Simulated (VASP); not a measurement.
A run of VASP 6.6.1 is set up as follows.

Contents of INCAR:

```
SYSTEM = TiO2
PREC = Accurate
ENCUT = 520
EDIFF = 1E-7
ISMEAR = 0
SIGMA = 0.05
LREAL = .FALSE.
LASPH = .TRUE.
NELM = 150
ALGO = Normal
ISIF = 2
LWAVE = .FALSE.
LCHARG = .TRUE.
LMAXMIX = 4
LDAU = .TRUE.
LDAUTYPE = 2
LDAUL = 2 -1
LDAUU = 4 0
LDAUJ = 0 0
LDAUPRINT = 1
GGA = PE
LELF = .TRUE.
LVHAR = .TRUE.
NBANDS = 33
```

KPOINTS

```
regular mesh
0
G
  8 8 8
  0 0 0
```

The input POSCAR:

```
TiO2
1.0
   -1.8132000000      1.8132000000      5.2811000000
    1.8132000000     -1.8132000000      5.2811000000
    1.8132000000      1.8132000000     -5.2811000000
Ti O
2 4
Direct
    0.0000000000      0.0000000000      0.0000000000
    0.7500000000      0.2500000000      0.5000000000
    0.2052277854      0.2052277854      0.0000000000
    0.9552277854      0.4552277854      0.5000000000
    0.5447722146      0.0447722146      0.5000000000
    0.7947722146      0.7947722146      0.0000000000
```

Potentials or basis: VASP PAW PBE potentials, release 64 (Ti_sv, O).

Command:

```console
$ cat potpaw_PBE.64/Ti_sv/POTCAR potpaw_PBE.64/O/POTCAR > POTCAR
$ mpirun -np 1 vasp_std > vasp.out
```

Task: What does it give for the largest force?

Result: 1.098 eV/Å.

Task: What does it give for the pressure?

Result: 14.2 GPa.

Task: Predict the band gap on the k mesh.

Result: 2.90 eV (least direct gap 3.25 eV).

Eigenvalues of the final occupation matrices:
```tsv
site	spin	trace	eigenvalues
site 1 d	1	0.84	0.12 0.12 0.13 0.19 0.29
site 1 d	2	0.84	0.12 0.12 0.13 0.19 0.29
site 2 d	1	0.84	0.12 0.12 0.13 0.19 0.29
site 2 d	2	0.84	0.12 0.12 0.13 0.19 0.29
```

Caveat: the cell stands under pressure; forces of over 1 eV/Å act on the atoms, so gaps and moduli don't describe the material at rest. A k mesh can miss the band edges.
